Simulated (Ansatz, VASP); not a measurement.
## Ni: VASP beside Ansatz

The input INCAR:

```
SYSTEM = Ni
ALGO = Normal
EDIFF = 1E-6
ENCUT = 600
GGA = PE
GGA_COMPAT = .FALSE.
ISIF = 2
ISMEAR = -1
ISPIN = 2
LASPH = .TRUE.
LCHARG = .TRUE.
LELF = .TRUE.
LMAXMIX = 4
LORBIT = 11
LREAL = .FALSE.
LVHAR = .TRUE.
LWAVE = .FALSE.
MAGMOM = 0.76
NBANDS = 15
NELM = 200
PREC = Accurate
SIGMA = 0.1
```

Contents of KPOINTS:

```
k-points
0
G
  8 8 8
  0 0 0
```

POSCAR

```
Ni
1.0
   -1.4635000000      1.4635000000      1.4635000000
    1.4635000000     -1.4635000000      1.4635000000
    1.4635000000      1.4635000000     -1.4635000000
Ni
1
Direct
    0.0000000000      0.0000000000      0.0000000000
```

Input for Ansatz:

```yaml
crystal:
  lattice:
    - [-1.4635, 1.4635, 1.4635]
    - [1.4635, -1.4635, 1.4635]
    - [1.4635, 1.4635, -1.4635]
  atoms:
    - { symbol: Ni, position: [0, 0, 0] }
kpoints:
  mp_grid: { grid: [8, 8, 8], shift: [0, 0, 0] }
hamiltonian:
  xc: pbe
  pseudopotentials: { kind: paw }
magnetization:
  spin_polarized: true
scf:
  occupations: { method: fermi_dirac }
```

Alike in both runs: task single point; functional PBE; k mesh 8 × 8 × 8; collinear spin.

|  | VASP | Ansatz |
| --- | --- | --- |
| version | VASP 6.6.1 | Ansatz 0.2 development build |
| potentials or method | VASP PAW PBE potentials, release 64 (Ni) | PAW hard, scalar-relativistic |
| plane-wave cutoff (eV) | 600 | 920 |
| occupations | fermi-dirac, width 0.1 eV | fermi-dirac |

Ansatz gave:

```
net moment per atom (μB)                                      : 0.65
size of the moment on the site where the two differ most (μB) : 0.69
```

Task: Estimate VASP's values.

Result: net moment per atom (μB): 0.63; size of the moment on the site where the two differ most (μB): 0.65.

Site moments also hang on the region over which each program counts them. Ansatz's warnings: negative dielectric reading.

The k mesh is coarse, so the values compare programs but aren't converged.
